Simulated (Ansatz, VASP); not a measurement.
## Two plane-wave programs on BiN

```
Bi N
1.0
     3.48928    0.00000    0.00000
    -1.74464    3.02181    0.00000
     0.00000    0.00000    6.35122
Bi N
2 2
Direct
  0.00000 0.00000 0.00000
  0.00000 0.00000 0.50000
  0.33333 0.66667 0.25000
  0.66667 0.33333 0.75000
```

Alike in both runs: task single point; functional PBEsol; k mesh 10 × 10 × 6; occupations gaussian, width 0.05 eV; no spin polarisation.

```csv
,VASP,Ansatz
version,VASP 6.6.1,Ansatz 0.2.0
potentials or method,"VASP PAW PBE potentials, release 64 (Bi_d, N), cutoff 520 eV","scalar-relativistic, plane waves, PAW"
valence electrons in the cell,40,40
```

```tsv
	VASP	Ansatz	Ansatz less VASP
pressure (GPa)	0.0	0.0	-0.03
```

VASP's potentials were made for PBE, not for PBEsol.

Spin-orbit coupling is off throughout.
